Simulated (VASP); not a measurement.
**Mo: single point with PBEsol**

The system is Mo.

```
Mo
1.0
    -1.55215    1.55215    1.55215
     1.55215   -1.55215    1.55215
     1.55215    1.55215   -1.55215
Mo
1
Direct
  0.00000 0.00000 0.00000
```

| Quantity | Value |
| --- | --- |
| Program | VASP 6.6.1 |
| Task | single point |
| Functional | PBEsol |
| Potentials or basis | VASP PAW PBE potentials, release 64 (Mo_sv) |
| Cutoff | 520 eV |
| k mesh | 13 × 13 × 13 |
| Occupations | fermi-dirac, width 0.1 eV |
| Spin | no spin polarisation |

```json
{
 "Pressure": "7.6 GPa",
 "Band gap on the k mesh": "zero (band 7 reaches 17.04 eV, above the bottom of band 8 at 11.73 eV)"
}
```

Levels at points of the mesh, in eV from the Fermi level:
| k point | band 4 | band 5 | band 6 | band 7 | band 8 | band 9 | band 10 | band 11 |
| --- | --- | --- | --- | --- | --- | --- | --- | --- |
| (0.00, 0.00, 0.00) | -34.47 | -7.52 | -1.55 | -1.55 | -1.55 | 1.64 | 1.64 | 14.77 |

It took 5.4 s on 1 thread of Intel(R) Xeon(R) 6975P-C (Granite Rapids), on a shared host, peak memory 0.13 GiB.

Caveat: the PAW data sets were made with another functional, which shifts forces and pressure a little.
